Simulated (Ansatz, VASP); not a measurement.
## PbS in VASP and in Ansatz

INCAR

```
SYSTEM = PbS
  PREC = Accurate
  ENCUT = 500
  EDIFF = 1E-6
  ISMEAR = 0
  SIGMA = 0.01
  LREAL = .FALSE.
  LASPH = .TRUE.
  NELM = 120
  ALGO = Normal
  ISIF = 2
  LWAVE = .FALSE.
  LCHARG = .FALSE.
  GGA = B5
  ALDAX = 1.0
  AGGAX = 1.0
  AGGAC = 1.0
  ALDAC = 0.0
  NBANDS = 17
  GGA_COMPAT = .FALSE.
```

Contents of KPOINTS:

```
Automatic mesh
0
G
  3 3 3
  0 0 0
```

Contents of POSCAR:

```
PbS
1.0
    4.0896980000      0.0000000000      0.0000000000
   -2.0448490000      3.5417820000      0.0000000000
    0.0000000000      0.0000000000      3.7881670000
Pb S
1 1
Direct
    0.0000000000      0.0000000000      0.0000000000
    0.6666666667      0.3333333333      0.5000000000
```

Input for Ansatz:

```yaml
crystal:
  lattice:
    - [4.089698, 0.0, 0.0]
    - [-2.044849, 3.541782, 0.0]
    - [0.0, 0.0, 3.788167]
  atoms:
    - { symbol: Pb, position: [0.0, 0.0, 0.0] }
    - { symbol: S, position: [0.6666666666666666, 0.3333333333333333, 0.5] }
kpoints:
  mp_grid:
    grid: [3, 3, 3]
hamiltonian:
  xc: blyp
scf:
  occupations:
    method: fixed
output:
  eigenvalues: true
```

Alike in both runs: task single point; functional BLYP; k mesh 3 × 3 × 3; no spin polarisation.

```csv
,VASP,Ansatz
version,VASP 6.6.1,Ansatz 0.2.0
potentials or method,"VASP PAW PBE potentials, release 64 (Pb_d, S)","plane waves, PAW"
plane-wave cutoff (eV),500,420
occupations,"gaussian, width 0.01 eV",fixed
valence electrons in the cell,20,20
```

```tsv
	VASP	Ansatz	Ansatz less VASP
gap on the k mesh at the Fermi level (eV)	0.76	0.78	+0.016
```

VASP's potentials were made for PBE, not for BLYP.

The k mesh is coarse, so the values compare programs but aren't converged. Spin-orbit coupling is off throughout.
